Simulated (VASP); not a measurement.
The system is SiO2.

```
Si O
1.0
     4.97090    0.00000    0.00000
     0.00000    4.97090    0.00000
     0.00000    0.00000    6.92780
Si O
4 8
Direct
  0.30050 0.30050 0.00000
  0.19950 0.80050 0.25000
  0.69950 0.69950 0.50000
  0.80050 0.19950 0.75000
  0.23920 0.10370 0.17860
  0.39630 0.73920 0.42860
  0.76080 0.89630 0.67860
  0.60370 0.26080 0.92860
  0.73920 0.39630 0.57140
  0.89630 0.76080 0.32140
  0.26080 0.60370 0.07140
  0.10370 0.23920 0.82140
```

| Property | Result |
| --- | --- |
| Program | VASP 6.6.1 |
| Task | relaxation of the atoms |
| Functional | PBE |
| Potentials or basis | VASP PAW PBE potentials, release 64 (Si, O) |
| Cutoff | 520 eV |
| k mesh | 5 × 5 × 4 |
| Occupations | fermi-dirac, width 0.02 eV |
| Spin | no spin polarisation |

At the start: pressure 7.9 GPa; volume 14.27 Å³/atom.

Q: How do energy, volume and symmetry change on relaxing?

A: Over 20 steps the energy falls by 12.5 meV/atom at a fixed cell; space group P4_12_12 (No. 92, to 0.1 Å) before and after.

Step by step:
| step | energy change (eV) | largest force (eV/Å) | pressure (GPa) |
| --- | --- | --- | --- |
| 1 | 0.0000 | 0.4989 | 7.90 |
| 2 | -0.0485 | 0.6818 | 6.09 |
| 3 | -0.0487 | 0.6221 | 6.21 |
| 4 | -0.0799 | 0.5226 | 5.32 |
| 5 | -0.1194 | 0.2616 | 2.71 |
| 6 | -0.1237 | 0.2020 | 2.68 |
| 7 | -0.1332 | 0.1921 | 2.61 |
| 8 | -0.1358 | 0.3422 | 2.45 |
| 9 | -0.1374 | 0.2862 | 2.52 |
| 10 | -0.1404 | 0.2279 | 2.47 |
| 11 | -0.1452 | 0.0870 | 2.34 |
| 12 | -0.1455 | 0.0851 | 2.31 |
| 13 | -0.1459 | 0.0806 | 2.25 |
| 14 | -0.1470 | 0.0673 | 2.10 |
| 15 | -0.1486 | 0.0406 | 1.78 |
| 16 | -0.1494 | 0.0270 | 1.16 |
| 17 | -0.1495 | 0.0238 | 1.30 |
| 18 | -0.1495 | 0.0235 | 1.31 |
| 19 | -0.1495 | 0.0245 | 1.31 |
| 20 | -0.1496 | 0.0108 | 1.31 |

Final structure:
```
Si O
1.0
     4.97090    0.00000    0.00000
     0.00000    4.97090    0.00000
     0.00000    0.00000    6.92780
Si O
4 8
Direct
  0.30562 0.30562 0.00000
  0.19438 0.80562 0.25000
  0.69438 0.69438 0.50000
  0.80562 0.19438 0.75000
  0.23676 0.11695 0.18528
  0.38305 0.73676 0.43528
  0.76324 0.88305 0.68528
  0.61695 0.26324 0.93528
  0.73676 0.38305 0.56472
  0.88305 0.76324 0.31472
  0.26324 0.61695 0.06472
  0.11695 0.23676 0.81472
```
